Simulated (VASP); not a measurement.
Write the native input for VASP 6.6.1 that does the following.

| Item | Value |
| --- | --- |
| Task | single point |
| Functional | r2SCAN |
| Potentials or basis | VASP PAW PBE potentials, release 64 (C) |
| Cutoff | 520 eV |
| k mesh | 12 × 12 × 12 |
| Occupations | gaussian, width 0.05 eV |
| Spin | no spin polarisation |
| Dipole correction | no |
| Further INCAR settings | ALGO = Normal; EDIFF = 1e-06; NBANDS = 11 |

C:

```
CELL_PARAMETERS angstrom
0.00000 1.82798 1.78340
1.82798 0.00000 1.78340
1.82798 1.82798 0.00000
ATOMIC_POSITIONS crystal
C 0.50000 0.50000 0.50000
C 0.75000 0.75000 0.75000
```

This cell differs from its parent crystal: strain +0.0250 x Voigt [1, 1, 0, 0, 0, 0].

The input as run:

POSCAR

```
C
1.0
    0.0000000000      1.8279850000      1.7834000000
    1.8279850000      0.0000000000      1.7834000000
    1.8279850000      1.8279850000      0.0000000000
C
2
Direct
    0.5000000000      0.5000000000      0.5000000000
    0.7500000000      0.7500000000      0.7500000000
```

INCAR.step1

```
SYSTEM = C
ALGO = Normal ; EDIFF = 1E-4
ENCUT = 520 ; GGA = PE
ISMEAR = 0 ; LASPH = .True.
LCHARG = .False. ; LREAL = .False.
LWAVE = .True. ; NBANDS = 11
NELM = 100 ; PREC = Accurate
SIGMA = 0.05
```

INCAR.step2

```
SYSTEM = C
ALGO = Normal ; EDIFF = 1E-6
ENCUT = 520 ; ISIF = 2
ISMEAR = 0 ; ISTART = 1
LASPH = .True. ; LCHARG = .False.
LMIXTAU = .True. ; LREAL = .False.
LWAVE = .False. ; METAGGA = R2SCAN
NBANDS = 11 ; NELM = 100
PREC = Accurate ; SIGMA = 0.05
```

KPOINTS

```
k-points
0
Gamma
  12 12 12
  0 0 0
```

Potentials or basis: VASP PAW PBE potentials, release 64 (C).

Run with:

```console
$ cat potpaw_PBE.64/C/POTCAR > POTCAR
$ cp INCAR.step1 INCAR
$ mpirun -np 1 vasp_std > vasp.out
$ cp INCAR.step2 INCAR
$ mpirun -np 1 vasp_std > vasp.out
```

Results of the run:

The pressure is -21.4 GPa and the band gap on the k mesh is 3.60 eV, indirect (least direct gap 5.25 eV).

Caveat: the cell differs from its parent crystal (strain +0.0250 x Voigt [1, 1, 0, 0, 0, 0]); the PAW data sets were made with another functional, which shifts forces and pressure a little.

Wall time 2 min on 1 thread of AMD EPYC 7R13 (shared host), peak memory 0.1 GiB.
